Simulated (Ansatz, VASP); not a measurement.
## SnS2 in VASP and in Ansatz

```
S Sn
1.0
     3.59830    0.00000    0.00000
    -1.79915    3.11622    0.00000
     0.00000    0.00000   25.39373
S Sn
4 2
Direct
  0.33333 0.66667 0.33473
  0.66667 0.33333 0.44892
  0.33333 0.66667 0.55108
  0.66667 0.33333 0.66527
  0.00000 0.00000 0.39182
  0.00000 0.00000 0.60818
```

Alike in both runs: task relaxation of the atoms; functional PBE; dispersion D3(BJ); k mesh 9 × 9 × 1; occupations gaussian, width 0.05 eV; no spin polarisation.

|  | VASP | Ansatz |
| --- | --- | --- |
| version | VASP 6.6.1 | Ansatz 0.2.0 |
| potentials or method | VASP PAW PBE potentials, release 64 (S, Sn_d), cutoff 450 eV | scalar-relativistic, plane waves, PAW |
| valence electrons in the cell | 52 | 52 |

```tsv
	VASP	Ansatz	Ansatz less VASP
gap on the k mesh at the Fermi level, each at its own relaxed structure (eV)	1.50	1.50	-0.002
```
